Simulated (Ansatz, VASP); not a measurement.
## Be4Se3 in VASP and in Ansatz

INCAR

```
SYSTEM = Be4Se3
PREC     = Accurate       ! precision mode
ENCUT    = 600            ! plane-wave cutoff, eV
EDIFF    = 1E-7           ! SCF threshold, eV
ISMEAR   = 0              ! smearing method
SIGMA    = 0.2            ! smearing width, eV
LREAL    = .False.        ! projectors in reciprocal space
LASPH    = .True.         ! aspherical terms in the spheres
NELM     = 100            ! most SCF steps
ALGO     = Normal         ! electronic algorithm
ISIF     = 3              ! what is computed and relaxed
LWAVE    = .False.        ! write WAVECAR
LCHARG   = .False.        ! write CHGCAR
GGA      = PE             ! functional
IBRION   = 2              ! ionic algorithm
NSW      = 36             ! ionic steps
EDIFFG   = -0.08          ! ionic threshold
```

The input KPOINTS:

```
Automatic mesh
0
Gamma
  3 3 3
  0 0 0
```

Contents of POSCAR:

```
Be4Se3
1.0
    4.9857160200      0.0000000000      0.0000000000
    0.0000000000      4.9857160200      0.0000000000
    0.0000000000      0.0000000000      4.9857160200
Be Se
4 3
Direct
    0.5000000000      0.0000000000      0.0000000000
    0.0000000000      0.5000000000      0.0000000000
    0.0000000000      0.0000000000      0.5000000000
    0.0000000000      0.0000000000      0.0000000000
    0.0000000000      0.5000000000      0.5000000000
    0.5000000000      0.0000000000      0.5000000000
    0.5000000000      0.5000000000      0.0000000000
```

Input for Ansatz:

```yaml
crystal:
  lattice:
    - [4.98571602, 0.0, 0.0]
    - [0.0, 4.98571602, 0.0]
    - [0.0, 0.0, 4.98571602]
  atoms:
    - { symbol: Be, position: [0.5, 0.0, 0.0] }
    - { symbol: Be, position: [0.0, 0.5, 0.0] }
    - { symbol: Be, position: [0.0, 0.0, 0.5] }
    - { symbol: Be, position: [0.0, 0.0, 0.0] }
    - { symbol: Se, position: [0.0, 0.5, 0.5] }
    - { symbol: Se, position: [0.5, 0.0, 0.5] }
    - { symbol: Se, position: [0.5, 0.5, 0.0] }
basis:
  ecutwfc: 420
kpoints:
  mp_grid: { grid: [3, 3, 3] }
hamiltonian:
  xc: pbe
scf:
  occupations: { method: gaussian, width: 0.2 }
  lower_state_search: "off"
output:
  forces: true
  stress: true
  eigenvalues: true
relax:
  adjacent_minimum: "off"
  f_tol: 0.08
  max_steps: 16
  cell: { stress_tol: 0.8 }
```

Alike in both runs: task relaxation of cell and atoms; functional PBE; k mesh 3 × 3 × 3; occupations gaussian, width 0.2 eV; no spin polarisation.

|  | VASP | Ansatz |
| --- | --- | --- |
| version | VASP 6.6.1 | Ansatz 0.2.0 |
| potentials or method | VASP PAW PBE potentials, release 64 (Be, Se), cutoff 600 eV | scalar-relativistic, plane waves, PAW |
| valence electrons in the cell | 26 | 56 |

|  | VASP | Ansatz | Ansatz less VASP |
| --- | --- | --- | --- |
| gap on the k mesh at the Fermi level, each at its own relaxed structure (eV) | none | none | - |
| relaxed volume (Å³/atom) | 14.86 | 14.68 | -0.184 |
| relaxed length of the cell vector where the two differ most in proportion (Å) | 4.703 | 4.684 | -0.0195 |

A gap of «none» marks a metal or a gap that the smearing closes. VASP's potentials hold 26 valence electrons a cell and Ansatz's 56, so a difference there can come from the potentials and not from the codes.

The k mesh is coarse, so the values compare programs but aren't converged. Noted on VASP's run: the volume moved by over 15 % at a fixed basis, so the end points are rough.
